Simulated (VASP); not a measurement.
# CaHf (Fm-3m) in VASP: further runs, part 2 of 2

VASP 6.6.1.

**3. Relaxation of cell and atoms, PBE**

This run uses another cell than the first one, of 23.37 Å³/atom, 0.748 times its volume.

Input file INCAR:

```
SYSTEM = CaHf
PREC     = Accurate       ! precision mode
ENCUT    = 600            ! plane-wave cutoff, eV
EDIFF    = 1E-6           ! SCF threshold, eV
ISMEAR   = 0              ! smearing method
SIGMA    = 0.1            ! smearing width, eV
LREAL    = .FALSE.        ! projectors in reciprocal space
LASPH    = .TRUE.         ! aspherical terms in the spheres
NELM     = 80             ! most SCF steps
ALGO     = Normal         ! electronic algorithm
ISIF     = 3              ! what is computed and relaxed
LWAVE    = .FALSE.        ! write WAVECAR
LCHARG   = .FALSE.        ! write CHGCAR
GGA      = PE             ! functional
IBRION   = 2              ! ionic algorithm
NSW      = 90             ! ionic steps
EDIFFG   = -0.04          ! ionic threshold
```

Input file KPOINTS:

```
Automatic mesh
0
G
  6 6 6
  0 0 0
```

Input file POSCAR:

```
CaHf
1.0
    0.0000000000      2.8589588200      2.8589588200
    2.8589588200      0.0000000000      2.8589588200
    2.8589588200      2.8589588200      0.0000000000
Ca Hf
1 1
Direct
    0.0000000000      0.0000000000      0.0000000000
    0.5000000000      0.5000000000      0.5000000000
```

Potentials or basis: VASP PAW PBE potentials, release 64 (Ca_sv, Hf_pv).

Started as:

```sh
cat potpaw_PBE.64/Ca_sv/POTCAR potpaw_PBE.64/Hf_pv/POTCAR > POTCAR
mpirun -np 1 vasp_std > vasp.out
```

OUTCAR:

```text
SYSTEM = CaHf
   PREC = Accurate
   ENCUT = 600
   EDIFF = 1E-6
   ISMEAR = 0
   LREAL = .FALSE.
   LASPH = .TRUE.
   NELM = 80
   ISIF = 3
   GGA = PE
   IBRION = 2
   NSW = 90
   EDIFFG = -0.04

 ion  position               nearest neighbor table
   1  0.000  0.000  0.000-   2 2.86   2 2.86   2 2.86   2 2.86   2 2.86   2 2.86
   2  0.500  0.500  0.500-   1 2.86   1 2.86   1 2.86   1 2.86   1 2.86   1 2.86

  LATTYP: Found a face centered cubic cell.
 ALAT       =     5.7179176400

  Lattice vectors:

 A1 = (   0.0000000000,   2.8589588200,   2.8589588200)
 A2 = (   2.8589588200,   0.0000000000,   2.8589588200)
 A3 = (   2.8589588200,   2.8589588200,   0.0000000000)

Analysis of symmetry for initial positions (statically):
=====================================================================
 Subroutine PRICEL returns:
 Original cell was already a primitive cell.

 Routine SETGRP: Setting up the symmetry group for a
 face centered cubic supercell.

 Subroutine GETGRP returns: Found 48 space group operations
 (whereof 48 operations were pure point group operations)
 out of a pool of 48 trial point group operations.

The static configuration has the point symmetry O_h .

Analysis of symmetry for dynamics (positions and initial velocities):
=====================================================================
 Subroutine PRICEL returns:
 Original cell was already a primitive cell.

 Routine SETGRP: Setting up the symmetry group for a
 face centered cubic supercell.

 Subroutine GETGRP returns: Found 48 space group operations
 (whereof 48 operations were pure point group operations)
 out of a pool of 48 trial point group operations.

The dynamic configuration has the point symmetry O_h .

 Subroutine INISYM returns: Found 48 space group operations
 (whereof 48 operations are pure point group operations),
 and found     1 'primitive' translations

----------------------------------------------------------------------------------------

                                     Primitive cell

  volume of cell :      46.7362

  direct lattice vectors                    reciprocal lattice vectors
     0.000000000  2.858958820  2.858958820    -0.174888843  0.174888843  0.174888843
     2.858958820  0.000000000  2.858958820     0.174888843 -0.174888843  0.174888843
     2.858958820  2.858958820  0.000000000     0.174888843  0.174888843 -0.174888843

  length of vectors
     4.043178338  4.043178338  4.043178338     0.302916362  0.302916362  0.302916362

  position of ions in fractional coordinates (direct lattice)
     0.000000000  0.000000000  0.000000000
     0.500000000  0.500000000  0.500000000

  ion indices of the primitive-cell ions
   primitive index   ion index
                 1           1
                 2           2

----------------------------------------------------------------------------------------

 KPOINTS: Automatic mesh

Automatic generation of k-mesh.
 Grid dimensions read from file:
 generate k-points for:    6    6    6

 Generating k-lattice:

  Cartesian coordinates                     Fractional coordinates (reciprocal lattice)
    -0.029148140  0.029148140  0.029148140     0.166666667  0.000000000  0.000000000
     0.029148140 -0.029148140  0.029148140     0.000000000  0.166666667  0.000000000
     0.029148140  0.029148140 -0.029148140     0.000000000  0.000000000  0.166666667

  Length of vectors
     0.050486060  0.050486060  0.050486060

  Shift w.r.t. Gamma in fractional coordinates (k-lattice)
     0.000000000  0.000000000  0.000000000

 Subroutine IBZKPT returns following result:
 ===========================================

 Found     16 irreducible k-points:

 Following reciprocal coordinates:
            Coordinates               Weight
  0.000000  0.000000  0.000000      1.000000
  0.166667  0.000000  0.000000      8.000000
  0.333333  0.000000  0.000000      8.000000
  0.500000  0.000000  0.000000      4.000000
  0.166667  0.166667  0.000000      6.000000
  0.333333  0.166667  0.000000     24.000000
[... 8 lines left out ...]
 -0.333333  0.333333  0.166667     24.000000
 -0.333333  0.500000  0.166667     12.000000
   k-points           NKPTS =     16   k-points in BZ     NKDIM =     16   number of bands    NBANDS=     14
   number of dos      NEDOS =    301   number of ions     NIONS =      2
   total plane-waves  NPLWV =  32768
   dimension x,y,z NGX =    32 NGY =   32 NGZ =   32
   dimension x,y,z NGXF=    64 NGYF=   64 NGZF=   64
   ions per type =               1   1
   NGX,Y,Z   is equivalent  to a cutoff of  13.16, 13.16, 13.16 a.u.
   NGXF,Y,Z  is equivalent  to a cutoff of  26.32, 26.32, 26.32 a.u.
 SYSTEM =  CaHf
   PREC   = accura    normal or accurate (medium, high low for compatibility)
   ISTART =      0    job   : 0-new  1-cont  2-samecut
   ICHARG =      2    charge: 1-file 2-atom 10-const
   ISPIN  =      1    spin polarized calculation?
   LNONCOLLINEAR =      F non collinear calculations
   LSORBIT =      F    spin-orbit coupling
   LASPH  =      T    aspherical Exc in radial PAW
   ENCUT  =  600.0 eV  44.10 Ry    6.64 a.u.   8.08  8.08  8.08*2*pi/ulx,y,z
   NELM   =     80;   NELMIN=  2; NELMDL= -5     # of ELM steps
   EDIFF  = 0.1E-05   stopping-criterion for ELM
   LREAL  =      F    real-space projection
   EDIFFG = -.4E-01   stopping-criterion for IOM
   NSW    =     90    number of steps for IOM
   IBRION =      2    ionic relax: 0-MD 1-quasi-New 2-CG
   NFREE  =      1    steps in history (QN), initial steepest desc. (CG)
   ISIF   =      3    stress and relaxation
   ISYM   =      2    0-nonsym 1-usesym 2-fastsym
   POTIM  = 0.5000    time-step for ionic-motion
   TEBEG  =    0.0;   TEEND  =   0.0 temperature during run
   PSTRESS=    0.0 pullay stress
   NELECT =      20.0000    total number of electrons
   NUPDOWN=      -1.0000    fix difference up-down
   EMIN   =  10.00;   EMAX   =-10.00  energy-range for DOS
   EFERMI =   0.00;   METHOD = LEGACY
   ISMEAR =     0;   SIGMA  =   0.10  broadening in eV -4-tet -1-fermi 0-gaus
   EFERMI_NEDOS =   21; number of points for ismear=-14 and -15
   IALGO  =     38    algorithm
   IMIX   =      4    mixing-type and parameters
     AMIX     =   0.40;   BMIX     =  1.00
     AMIX_MAG =   1.60;   BMIX_MAG =  1.00
  volume/ion in A,a.u.               =      23.37       157.70
  Fermi-wavevector in a.u.,A,eV,Ry     =   1.233674  2.331305 20.707394  1.521951
  Thomas-Fermi vector in A             =   2.368394
   LORBIT       =      0    0 simple, 1 ext, 2 COOP (PROOUT), +10 PAW based schemes
   GGA     = PE    functional components
   LHFCALC =     F    Hartree Fock is set to
   AEXX    =    0.0000 exact exchange contribution
   IVDW    =     0    specifies the selected vdW correction
   LEPSILON=     F    determine dielectric tensor
   LRPA    =     F    only Hartree local field effects (RPA)
 conjugate gradient relaxation of ions
 non-spin polarized calculation
 Gauss-broadening in eV      SIGMA  =   0.10
  energy-cutoff  :      600.00
  volume of cell :       46.74
 maximum number of plane-waves:      1588
   NGX = 17   NGY = 17   NGZ = 17

--------------------------------------- Ionic step        1  -------------------------------------------

 number of electron      19.9999999 magnetization

 Free energy of the ion-electron system (eV)
  ---------------------------------------------------
  ext. energy  EPLUGINS =         0.00000000
  ---------------------------------------------------
  free energy    TOTEN  =        -8.16934827 eV

  energy without entropy =       -8.14208633  energy(sigma->0) =       -8.15571730

 E-fermi :   4.4418     XC(G=0): -10.4312

 val. band max:        4.4335007088   @ k =   0.5000   0.3333   0.1667
 cond. band min:       4.4440534357   @ k =   0.3333   0.3333   0.0000
 fundamental gap:      0.0105527269
 Fermi energy:         4.4418298536

 k-point     1 :       0.0000    0.0000    0.0000
  band No.  band energies     occupation
      1     -35.4660      2.00000
      2     -26.8084      2.00000
      3     -26.8084      2.00000
      4     -26.8084      2.00000
      5     -16.5786      2.00000
      6     -16.5786      2.00000
      7     -16.5786      2.00000
      8      -1.1980      2.00000
      9       3.5471      2.00000
     10       3.5471      2.00000
     11       3.5471      2.00000
     12       3.7644      2.00000
     13       3.7644      2.00000
     14      11.3599      0.00000
[... 322 lines left out ...]
  energy  without entropy=       -8.7092995552  energy(sigma->0) =       -8.72076716

--------------------------------------- Ionic step        3  -------------------------------------------

 number of electron      19.9999999 magnetization

 Free energy of the ion-electron system (eV)
  ---------------------------------------------------
  ext. energy  EPLUGINS =         0.00000000
  ---------------------------------------------------
  free energy    TOTEN  =        -8.73587248 eV

  energy without entropy =       -8.71146755  energy(sigma->0) =       -8.72367002

 E-fermi :   2.7241     XC(G=0):  -9.2073

 val. band max:        2.6990997604   @ k =   0.1667   0.1667   0.0000
 cond. band min:       2.7355087244   @ k =  -0.3333   0.1667   0.0000
 fundamental gap:      0.0364089641
 Fermi energy:         2.7241222593

 k-point     1 :       0.0000    0.0000    0.0000
  band No.  band energies     occupation
      1     -37.8237      2.00000
      2     -28.9855      2.00000
      3     -28.9855      2.00000
      4     -28.9855      2.00000
      5     -18.8818      2.00000
      6     -18.8818      2.00000
      7     -18.8818      2.00000
      8      -2.3677      2.00000
      9       2.3735      2.00000
     10       2.3735      2.00000
     11       2.3735      2.00000
     12       2.4326      1.99996
     13       2.4326      1.99996
     14       8.1896      0.00000
[... 282 lines left out ...]
  FREE ENERGIE OF THE ION-ELECTRON SYSTEM (eV)
  ---------------------------------------------------
  free  energy   TOTEN  =        -8.7358724808 eV

  energy  without entropy=       -8.7114675495  energy(sigma->0) =       -8.72367002

 reached required accuracy - stopping structural energy minimisation
```

Run time: 32 s. Hardware: 1 thread of Intel Xeon 6975P-C, shared host; peak memory 0.19 GiB.

Results:

```
Free energy                            : -8.7359 eV
Relaxed volume                         : 31.59 Å³/atom
Relaxed cell                           : a = 4.470 Å, b = 4.470 Å, c = 4.470 Å, α = 60.00°, β = 60.00°, γ = 60.00°
Space group after relaxing (to 0.05 Å) : Fm-3m (No. 225)
Energy gained by relaxing              : 283.3 meV/atom
Ionic steps                            : 3
Pressure after relaxing                : -0.1 GPa
Band gap on the k mesh                 : zero (band 10 reaches 3.13 eV, above the bottom of band 11 at 2.31 eV)
```

Step by step:
| step | energy change (eV) | largest force (eV/Å) | pressure (GPa) | volume (Å³) |
| --- | --- | --- | --- | --- |
| 1 | 0.0000 | 0.0000 | 13.52 | 46.74 |
| 2 | -0.5629 | 0.0000 | 0.77 | 61.38 |
| 3 | -0.5665 | 0.0000 | -0.10 | 63.18 |

Final structure:
```
Ca Hf
1.0
     0.00000    3.16111    3.16111
     3.16111    0.00000    3.16111
     3.16111    3.16111    0.00000
Ca Hf
1 1
Direct
  0.00000 0.00000 0.00000
  0.50000 0.50000 0.50000
```

Caveat: the volume moved by over 15 % at a fixed basis, so the end points are rough; spin-orbit coupling is left out, which moves the levels of the heavy elements.

**4. Single point, PBE**

This run uses another cell than the first one, of 31.78 Å³/atom, 1.017 times its volume.

Input file INCAR:

```
SYSTEM = CaHf
PREC     = Accurate       ! precision mode
ENCUT    = 520            ! plane-wave cutoff, eV
EDIFF    = 1E-6           ! SCF threshold, eV
ISMEAR   = 0              ! smearing method
SIGMA    = 0.1            ! smearing width, eV
LREAL    = .False.        ! projectors in reciprocal space
LASPH    = .True.         ! aspherical terms in the spheres
NELM     = 60             ! most SCF steps
ALGO     = Fast           ! electronic algorithm
ISIF     = 2              ! what is computed and relaxed
LWAVE    = .False.        ! write WAVECAR
LCHARG   = .True.         ! write CHGCAR
GGA      = PE             ! functional
LELF     = .True.         ! ELF
LVHAR    = .True.       
NBANDS   = 17             ! bands
```

Input file KPOINTS:

```
Automatic mesh
0
Gamma
  16 16 16
  0 0 0
```

Input file POSCAR:

```
CaHf
1.0
    0.0000000000      3.1674847119      3.1674847119
    3.1674847119      0.0000000000      3.1674847119
    3.1674847119      3.1674847119      0.0000000000
Ca Hf
1 1
Direct
    0.0000000000      0.0000000000      0.0000000000
    0.5000000000      0.5000000000      0.5000000000
```

Started as:

```sh
cat potpaw_PBE.64/Ca_sv/POTCAR potpaw_PBE.64/Hf_pv/POTCAR > POTCAR
mpirun -np 1 vasp_std > vasp.out
```

It took 4.9 min on 1 thread of Intel Xeon 6975P-C, shared host; peak memory 0.34 GiB.

Results (log left out):

```yaml
Free_energy: -8.7272 eV
Pressure: -0.1 GPa
Band_gap_on_the_k_mesh: zero (band 10 reaches 3.10 eV, above the bottom of band 11 at 1.95 eV)
```

Levels at points of the mesh, in eV from the Fermi level:
| k point | band 7 | band 8 | band 9 | band 10 | band 11 | band 12 | band 13 | band 14 |
| --- | --- | --- | --- | --- | --- | --- | --- | --- |
| (0.00, 0.00, 0.00) | -21.62 | -5.08 | -0.34 | -0.34 | -0.34 | -0.28 | -0.28 | 5.44 |
| (0.50, 0.00, 0.00) | -21.64 | -2.55 | -1.38 | 0.41 | 0.41 | 1.61 | 1.74 | 1.74 |
| (0.50, 0.50, 0.00) | -21.63 | -2.16 | -1.54 | -0.25 | 0.07 | 0.37 | 2.02 | 2.02 |

Caveat: spin-orbit coupling is left out, which moves the levels of the heavy elements.

**5. Relaxation of cell and atoms, PBE**

Input file INCAR:

```
SYSTEM = CaHf
PREC     = Accurate       ! precision mode
ENCUT    = 600            ! plane-wave cutoff, eV
EDIFF    = 1E-6           ! SCF threshold, eV
ISMEAR   = 0              ! smearing method
SIGMA    = 0.1            ! smearing width, eV
LREAL    = .False.        ! projectors in reciprocal space
LASPH    = .True.         ! aspherical terms in the spheres
NELM     = 60             ! most SCF steps
ALGO     = Fast           ! electronic algorithm
ISIF     = 3              ! what is computed and relaxed
LWAVE    = .False.        ! write WAVECAR
LCHARG   = .False.        ! write CHGCAR
GGA      = PE             ! functional
IBRION   = 2              ! ionic algorithm
NSW      = 100            ! ionic steps
EDIFFG   = -0.01          ! ionic threshold
```

Input file KPOINTS:

```
regular mesh
0
Gamma
  16 16 16
  0 0 0
```

Input file POSCAR:

```
CaHf
1.0
    0.0000000000      3.1501687764      3.1501687764
    3.1501687764      0.0000000000      3.1501687764
    3.1501687764      3.1501687764      0.0000000000
Ca Hf
1 1
Direct
    0.0000000000      0.0000000000      0.0000000000
    0.5000000000      0.5000000000      0.5000000000
```

Started as:

```sh
cat potpaw_PBE.64/Ca_sv/POTCAR potpaw_PBE.64/Hf_pv/POTCAR > POTCAR
mpirun -np 1 vasp_std > vasp.out
```

Run time: 9.3 min. Hardware: 1 thread of Intel Xeon 6975P-C, shared host; peak memory 0.37 GiB.

The run converged. Its results:

| Quantity | Value |
| --- | --- |
| Free energy | -8.7272 eV |
| Relaxed volume | 31.72 Å³/atom |
| Relaxed cell | a = 4.477 Å, b = 4.477 Å, c = 4.477 Å, α = 60.00°, β = 60.00°, γ = 60.00° |
| Space group after relaxing (to 0.05 Å) | Fm-3m (No. 225) |
| Energy gained by relaxing | 0.6 meV/atom |
| Ionic steps | 4 |
| Pressure after relaxing | 0.0 GPa |
| Band gap on the k mesh | zero (band 10 reaches 3.11 eV, above the bottom of band 11 at 1.96 eV) |

Step by step:
```tsv
step	energy change (eV)	largest force (eV/Å)	pressure (GPa)	volume (Å³)
1	0.0000	0.0000	0.45	62.52
2	-0.0012	0.0000	0.06	63.32
3	-0.0012	0.0000	-0.05	63.55
4	-0.0012	0.0000	0.00	63.44
```

Final structure:
```
Ca Hf
1.0
     0.00000    3.16558    3.16558
     3.16558    0.00000    3.16558
     3.16558    3.16558    0.00000
Ca Hf
1 1
Direct
  0.00000 0.00000 0.00000
  0.50000 0.50000 0.50000
```

Levels at points of the mesh, in eV from the Fermi level:
| k point | band 8 | band 9 | band 10 | band 11 | band 12 | band 13 |
| --- | --- | --- | --- | --- | --- | --- |
| (0.00, 0.00, 0.00) | -5.08 | -0.34 | -0.34 | -0.34 | -0.28 | -0.28 |
| (0.50, 0.00, 0.00) | -2.55 | -1.38 | 0.41 | 0.41 | 1.62 | 1.80 |
| (0.50, 0.50, 0.00) | -2.16 | -1.55 | -0.24 | 0.07 | 0.37 | 2.02 |

Caveat: spin-orbit coupling is left out, which moves the levels of the heavy elements.

**6. Overview**

| task | cell | k mesh | cutoff (eV) | gap on the mesh (eV) | pressure (GPa) | relaxed volume (Å³/atom) |
| --- | --- | --- | --- | --- | --- | --- |
| single point | a = 4.455 Å, angles 60.0°, 2 atoms | 6 × 6 × 6 | 520 | none | 0.2 | - |
| relaxation of cell and atoms | relaxed from a = 4.043 Å, angles 60.0°, 2 atoms | 6 × 6 × 6 | 600 | none | -0.1 | 31.59 |
| single point | a = 4.479 Å, angles 60.0°, 2 atoms | 16 × 16 × 16 | 520 | none | -0.1 | - |
| relaxation of cell and atoms | relaxed from a = 4.455 Å, angles 60.0°, 2 atoms | 16 × 16 × 16 | 600 | none | 0.0 | 31.72 |

Alike in all rows: level PBE; potentials or basis VASP PAW PBE potentials, release 64 (Ca_sv, Hf_pv); no spin polarisation; smearing gaussian 0.1 eV.

Caveats: spin-orbit coupling is left out, which moves the levels of the heavy elements; the volume moved by over 15 % at a fixed basis, so the end points are rough (some runs).

Total energies depend on the potentials used, so only differences within one code and one set of settings carry meaning.
